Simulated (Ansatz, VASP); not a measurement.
**AgCl: VASP beside Ansatz**

```
CELL_PARAMETERS angstrom
0.00000 2.57022 2.67731
2.57022 0.00000 2.67731
2.57022 2.57022 0.00000
ATOMIC_POSITIONS crystal
Ag 0.51854 0.48146 0.51854
Cl 0.94360 0.05640 0.94360
```

Change from the starting cell: mode 5 frozen in at -0.302 Å, equal normal strain along x and y -0.0400.

Alike in both runs: task single point; functional LDA; k mesh 10 × 10 × 10; occupations gaussian, width 0.05 eV; no spin polarisation.

|  | VASP | Ansatz |
| --- | --- | --- |
| version | VASP 6.6.1 | Ansatz 0.2.0 |
| potentials or method | VASP PAW LDA potentials, release 64 (Ag, Cl), cutoff 520 eV | scalar-relativistic, plane waves, PAW |
| valence electrons in the cell | 18 | 26 |

VASP gave:

* gap on the k mesh at the Fermi level (eV): 0.92
* least direct gap on the mesh (eV): 2.17
* pressure (GPa): 14.1
* traceless stress, the component that is largest in VASP (GPa): 16.01
* rms of the force components (eV/Å): 1.537

**Question.** Which values does Ansatz return?

**Answer.** gap on the k mesh at the Fermi level (eV): 0.90; least direct gap on the mesh (eV): 2.15; pressure (GPa): 14.0; traceless stress, the component that is largest in VASP (GPa): 15.98; rms of the force components (eV/Å): 1.533.

LDA's correlation is that of Perdew and Zunger in VASP and of Perdew and Wang (1992) in Ansatz. Atom by atom the forces differ by 0.003 eV/Å (rms over components). VASP's potentials hold 18 valence electrons a cell and Ansatz's 26, so a difference there can come from the potentials and not from the codes.
